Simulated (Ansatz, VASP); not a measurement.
# Zn in VASP and in Ansatz

```
CELL_PARAMETERS angstrom
2.72235 0.00000 0.00000
-1.36118 2.35763 0.00000
0.00000 0.00000 4.41021
ATOMIC_POSITIONS crystal
Zn 0.33333 0.66667 0.25000
Zn 0.66667 0.33333 0.75000
```

Alike in both runs: task relaxation of cell and atoms; functional PBEsol; k mesh 18 × 18 × 10; occupations fermi-dirac, width 0.1 eV; no spin polarisation.

|  | VASP | Ansatz |
| --- | --- | --- |
| version | VASP 6.6.1 | Ansatz 0.2.0 |
| potentials or method | VASP PAW PBE potentials, release 64 (Zn) | PAW with Ansatz's default frozen-core files, scalar-relativistic |
| plane-wave cutoff (eV) | 600 | 420 |
| valence electrons in the cell | 24 | 24 |

|  | VASP | Ansatz | Ansatz less VASP |
| --- | --- | --- | --- |
| relaxed volume (Å³/atom) | 14.35 | 14.28 | -0.065 |
| relaxed cell length with the largest relative difference (Å) | 2.595 | 2.590 | -0.0048 |

VASP's potentials were made for PBE, not for PBEsol.
